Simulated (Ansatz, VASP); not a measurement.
## In: VASP beside Ansatz

```
CELL_PARAMETERS angstrom
3.33548 0.00000 0.00000
-1.66774 2.88861 0.00000
0.00000 0.00000 23.26371
ATOMIC_POSITIONS crystal
In 0.66667 0.33333 0.32239
In 0.33333 0.66667 0.44080
In 0.66667 0.33333 0.55920
In 0.33333 0.66667 0.67761
```

Alike in both runs: task single point; functional PBE; k mesh 9 × 9 × 1; occupations fermi-dirac, width 0.05 eV; no spin polarisation.

|  | VASP | Ansatz |
| --- | --- | --- |
| version | VASP 6.6.1 | Ansatz 0.2.0 |
| potentials or method | VASP PAW PBE potentials, release 64 (In_d), cutoff 520 eV | all-electron LAPW, scalar-relativistic |

```csv
,VASP,Ansatz,Ansatz less VASP
gap on the k mesh at the Fermi level (eV),none,none,-
rms of the force components (eV/Å),0.060,0.060,-0.0002
```

Atom by atom the forces differ by 0.001 eV/Å (rms over components). A gap of «none» marks a metal or a gap that the smearing closes. Ansatz ran all-electron here, and VASP with PAW potentials.
